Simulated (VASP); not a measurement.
Write the native input for VASP 6.6.1 that does the following.

```
Task                   : single point
Functional             : LDA
Potentials or basis    : VASP PAW LDA potentials, release 64 (Zn, Se)
Cutoff                 : 520 eV
k mesh                 : 11 × 11 × 11
Occupations            : fermi-dirac, width 0.08 eV
Spin                   : no spin polarisation
Dipole correction      : no
Further INCAR settings : ALGO = Normal; EDIFF = 1e-07; NBANDS = 16
```

The structure of ZnSe (zincblende type) lies in POSCAR:

```
ZnSe
1.0
    0.0000000000      2.7839022724      2.7839022724
    2.7839022724      0.0000000000      2.7839022724
    2.7839022724      2.7839022724      0.0000000000
Zn Se
1 1
Direct
    0.0000000000      0.0000000000      0.0000000000
    0.2500000000      0.2500000000      0.2500000000
```

The input as run:

INCAR

```
SYSTEM = ZnSe
ALGO = Normal
EDIFF = 1E-7
ENCUT = 520
ISIF = 2
ISMEAR = -1
LASPH = .TRUE.
LCHARG = .FALSE.
LREAL = .FALSE.
LWAVE = .FALSE.
NBANDS = 16
NELM = 60
PREC = Accurate
SIGMA = 0.08
```

KPOINTS

```
k-points
0
G
  11 11 11
  0 0 0
```

Potentials or basis: VASP PAW LDA potentials, release 64 (Zn, Se).

Run with:

```bash
$ cat potpaw_LDA.64/Zn/POTCAR potpaw_LDA.64/Se/POTCAR > POTCAR
$ mpirun -np 1 vasp_std > vasp.out
```

It gave:

```json
{
  "Pressure": "0.4 GPa",
  "Band gap on the k mesh": "1.29 eV, direct"
}
```

Wall time 21 s on 1 thread of AMD EPYC 9R45 96-Core Processor (Zen 5), with other jobs on the host, peak memory 0.14 GiB.
